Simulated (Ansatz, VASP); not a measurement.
## Two plane-wave programs on SiPdRu5

INCAR

```
SYSTEM = SiPdRu5
PREC     = Accurate       ! precision mode
ENCUT    = 600            ! plane-wave cutoff, eV
EDIFF    = 1E-7           ! SCF threshold, eV
ISMEAR   = 0              ! smearing method
SIGMA    = 0.2            ! smearing width, eV
LREAL    = .FALSE.        ! projectors in reciprocal space
LASPH    = .TRUE.         ! aspherical terms in the spheres
NELM     = 80             ! most SCF steps
ALGO     = Normal         ! electronic algorithm
ISIF     = 3              ! what is computed and relaxed
LWAVE    = .FALSE.        ! write WAVECAR
LCHARG   = .FALSE.        ! write CHGCAR
GGA      = PE             ! functional
IBRION   = 2              ! ionic algorithm
NSW      = 36             ! ionic steps
EDIFFG   = -0.08          ! ionic threshold
```

KPOINTS

```
Automatic mesh
0
G
  4 4 4
  0 0 0
```

File POSCAR:

```
SiPdRu5
1.0
    0.0000000000      3.7517545200      3.7517545200
    3.7517545200      0.0000000000      3.7517545200
    3.7517545200      3.7517545200      0.0000000000
Si Ru Pd
1 5 1
Direct
    0.0000000000      0.0000000000      0.0000000000
    0.6457034600      0.6457034600      0.6457034600
    0.6457034600      0.6457034600      0.0628896200
    0.6457034600      0.0628896200      0.6457034600
    0.0628896200      0.6457034600      0.6457034600
    0.5000000000      0.5000000000      0.5000000000
    0.2500000000      0.2500000000      0.2500000000
```

Input for Ansatz:

```yaml
crystal:
  lattice:
    - [0.0, 3.75175452, 3.75175452]
    - [3.75175452, 0.0, 3.75175452]
    - [3.75175452, 3.75175452, 0.0]
  atoms:
    - { symbol: Si, position: [0.0, 0.0, 0.0] }
    - { symbol: Ru, position: [0.64570346, 0.64570346, 0.64570346] }
    - { symbol: Ru, position: [0.64570346, 0.64570346, 0.06288962] }
    - { symbol: Ru, position: [0.64570346, 0.06288962, 0.64570346] }
    - { symbol: Ru, position: [0.06288962, 0.64570346, 0.64570346] }
    - { symbol: Ru, position: [0.5, 0.5, 0.5] }
    - { symbol: Pd, position: [0.25, 0.25, 0.25] }
basis:
  ecutwfc: 420
kpoints:
  mp_grid: { grid: [4, 4, 4] }
hamiltonian:
  xc: pbe
scf:
  occupations: { method: gaussian, width: 0.2 }
  lower_state_search: "off"
output:
  forces: true
  stress: true
  eigenvalues: true
relax:
  adjacent_minimum: "off"
  f_tol: 0.08
  max_steps: 16
  cell: { stress_tol: 0.8 }
```

Alike in both runs: task relaxation of cell and atoms; functional PBE; k mesh 4 × 4 × 4; occupations gaussian, width 0.2 eV; no spin polarisation.

|  | VASP | Ansatz |
| --- | --- | --- |
| version | VASP 6.6.1 | Ansatz 0.2.0 |
| potentials or method | VASP PAW PBE potentials, release 64 (Si, Ru_pv, Pd), cutoff 600 eV | scalar-relativistic, plane waves, PAW |
| valence electrons in the cell | 84 | 102 |

```tsv
	VASP	Ansatz	Ansatz less VASP
gap on the k mesh at the Fermi level, each at its own relaxed structure (eV)	none	none	-
relaxed volume (Å³/atom)	22.61	22.58	-0.034
relaxed cell length with the largest relative difference (Å)	6.072	6.069	-0.0031
```

A gap of «none» marks a metal or a gap that the smearing closes. VASP's potentials hold 84 valence electrons a cell and Ansatz's 102, so a difference there can come from the potentials and not from the codes.

The k mesh is coarse, so the values compare programs but aren't converged. Noted on VASP's run: the volume moved by over 15 % at a fixed basis, so the end points are rough.
